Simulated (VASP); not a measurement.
# In (P6_3/mmc) in VASP: a series of runs, part 2 of 2

VASP 6.6.1. Earlier steps stand in the parts before.

**3. Single point, BLYP (33.91 Å³/atom)**

This run uses another cell than the first one, of 33.91 Å³/atom.

Contents of INCAR:

```
AGGAC = 1.0
AGGAX = 1.0
ALDAC = 0.0
ALDAX = 1.0
ALGO = Normal
EDIFF = 1E-7
ENCUT = 520
GGA = B5
ISIF = 2
ISMEAR = -1
LASPH = True
LCHARG = False
LREAL = False
LWAVE = False
NBANDS = 20
NELM = 60
PREC = Accurate
SIGMA = 0.1
```

Contents of KPOINTS:

```
k-points
0
Gamma
  12 12 6
```

Contents of POSCAR:

```
In
1.0
    3.6525504212      0.0000000000      0.0000000000
   -1.8262752106      3.1632014534      0.0000000000
    0.0000000000      0.0000000000      5.8699706532
In
2
Direct
    0.3333333333      0.6666666667      0.2500000000
    0.6666666667      0.3333333333      0.7500000000
```

Potentials or basis: VASP PAW PBE potentials, release 64 (In_d).

Started as:

```sh
$ cat potpaw_PBE.64/In_d/POTCAR > POTCAR
$ mpirun -np 1 vasp_std > vasp.out
```

OUTCAR:

```text
EDIFF = 1E-7
   ENCUT = 520
   GGA = B5
   ISIF = 2
   ISMEAR = -1
   LASPH = True
   LREAL = False
   NELM = 60
   PREC = Accurate

 ion  position               nearest neighbor table
   1  0.333  0.667  0.250-   2 3.61   2 3.61   2 3.61   2 3.61   2 3.61   2 3.61
   2  0.667  0.333  0.750-   1 3.61   1 3.61   1 3.61   1 3.61   1 3.61   1 3.61

  LATTYP: Found a hexagonal cell.
 ALAT       =     3.6525504212
 C/A-ratio  =     1.6070881922

  Lattice vectors:

[... 738 lines left out ...]

 [... further k-points ...]

------------------------ aborting loop because EDIFF is reached ----------------------------------------

  FORCE on cell =-STRESS in cart. coord.  units (eV):
  Direction    XX          YY          ZZ          XY          YZ          ZX
  --------------------------------------------------------------------------------------
  -------------------------------------------------------------------------------------
  Total       -0.5298975     -0.5298975     -0.6692257      0.0000000      0.0000000      0.0000000
  in kB      -12.5182461    -12.5182461    -15.8097200      0.0000000      0.0000000      0.0000000
  external PRESSURE =     -13.6154041 kB  Pullay stress =       0.0000000 kB

 VOLUME and BASIS-vectors are now :
 -----------------------------------------------------------------------------
  energy-cutoff  :      520.00
  volume of cell :       67.82
      direct lattice vectors                 reciprocal lattice vectors
     3.652550421  0.000000000  0.000000000     0.273781299  0.158067707  0.000000000
    -1.826275211  3.163201453  0.000000000     0.000000000  0.316135414  0.000000000
     0.000000000  0.000000000  5.869970653     0.000000000  0.000000000  0.170358603

 POSITION                                       TOTAL-FORCE (eV/Angst)
 -----------------------------------------------------------------------------------
     -0.00000      2.10880      1.46749        -0.000000      0.000000      0.000000
      1.82628      1.05440      4.40248         0.000000     -0.000000      0.000000
 -----------------------------------------------------------------------------------
    total drift:                                0.000000     -0.000000      0.000000

  FREE ENERGIE OF THE ION-ELECTRON SYSTEM (eV)
  ---------------------------------------------------
  free  energy   TOTEN  =        -3.7260075496 eV

  energy  without entropy=       -3.6864724813  energy(sigma->0) =       -3.70624002
```

Run time: 48 s. Hardware: 1 thread of AMD EPYC 9R45 (Zen 5), shared host; peak memory 0.2 GiB.

What came out:

- Free energy: -3.7260 eV
- Pressure: -1.4 GPa
- Band gap on the k mesh: zero (bands 13 and 14 overlap by 4.64 eV)

Stress tensor (GPa, compression positive):
```
-1.25  0.00  0.00
 0.00 -1.25  0.00
 0.00  0.00 -1.58
```

Levels at points of the mesh, in eV from the Fermi level:
```csv
k point,band 11,band 12,band 13,band 14,band 15,band 16
"(0.00, 0.00, 0.00)",-7.99,-4.21,-2.23,6.30,6.30,7.83
"(0.50, 0.00, 0.00)",-4.65,-3.62,-0.43,0.46,1.00,2.87
"(0.00, 0.00, 0.50)",-6.86,-6.86,2.65,2.65,7.08,7.08
"(0.50, 0.00, 0.50)",-3.75,-3.75,-1.80,-1.80,4.47,4.47
```

Caveat: the PAW data sets were made with another functional, which shifts forces and pressure a little; spin-orbit coupling is left out, which moves the levels of the heavy elements.

**4. Single point, BLYP (35.17 Å³/atom)**

This run uses another cell than the first one, of 35.17 Å³/atom.

Contents of INCAR:

```
  PREC = Accurate
  ENCUT = 520
  EDIFF = 1E-6
  ISMEAR = -1
  SIGMA = 0.1
  LREAL = False
  LASPH = True
  NELM = 80
  ALGO = Normal
  ISIF = 2
  LWAVE = False
  LCHARG = False
  GGA = B5
  ALDAX = 1.0
  AGGAX = 1.0
  AGGAC = 1.0
  ALDAC = 0.0
  NBANDS = 20
```

Contents of KPOINTS:

```
regular mesh
0
Gamma
  12 12 6
```

Contents of POSCAR:

```
In
1.0
    3.6970981094      0.0000000000      0.0000000000
   -1.8485490547      3.2017808830      0.0000000000
    0.0000000000      0.0000000000      5.9415627170
In
2
Direct
    0.3333333333      0.6666666667      0.2500000000
    0.6666666667      0.3333333333      0.7500000000
```

Started as:

```sh
$ cat potpaw_PBE.64/In_d/POTCAR > POTCAR
$ mpirun -np 1 vasp_std > vasp.out
```

Wall time 44 s (1 thread of AMD EPYC 9R45 (Zen 5), shared host); peak memory 0.2 GiB.

It converged, with:

```
Free energy            : -3.7019 eV
Pressure               : -1.9 GPa
Band gap on the k mesh : zero (bands 13 and 14 overlap by 4.43 eV)
```

Stress tensor (GPa, compression positive):
```
-1.71  0.00  0.00
 0.00 -1.71  0.00
 0.00  0.00 -2.14
```

Levels at points of the mesh, in eV from the Fermi level:
| k point | band 11 | band 12 | band 13 | band 14 | band 15 | band 16 |
| --- | --- | --- | --- | --- | --- | --- |
| (0.00, 0.00, 0.00) | -7.82 | -4.21 | -2.12 | 6.08 | 6.08 | 7.55 |
| (0.50, 0.00, 0.00) | -4.63 | -3.60 | -0.49 | 0.45 | 1.00 | 2.82 |
| (0.00, 0.00, 0.50) | -6.73 | -6.73 | 2.55 | 2.55 | 6.82 | 6.82 |
| (0.50, 0.00, 0.50) | -3.78 | -3.78 | -1.71 | -1.71 | 4.34 | 4.34 |

Caveat: the PAW data sets were made with another functional, which shifts forces and pressure a little; spin-orbit coupling is left out, which moves the levels of the heavy elements.

**5. Summary**

```csv
cell,gap on the mesh (eV),pressure (GPa)
"a = 3.607, b = 3.607, c = 5.797 Å, angles 90.0, 90.0, 120.0°, 2 atoms",none,-0.7
"a = 3.653, b = 3.653, c = 5.870 Å, angles 90.0, 90.0, 120.0°, 2 atoms",none,-1.4
"a = 3.697, b = 3.697, c = 5.942 Å, angles 90.0, 90.0, 120.0°, 2 atoms",none,-1.9
```

Alike in all rows: task single point; level BLYP; potentials or basis VASP PAW PBE potentials, release 64 (In_d); no spin polarisation; k mesh 12 × 12 × 6; cutoff (eV) 520; smearing fermi-dirac 0.1 eV.

Caveats: the PAW data sets were made with another functional, which shifts forces and pressure a little; spin-orbit coupling is left out, which moves the levels of the heavy elements.

Absolute energies hang on the potentials; compare differences alone.
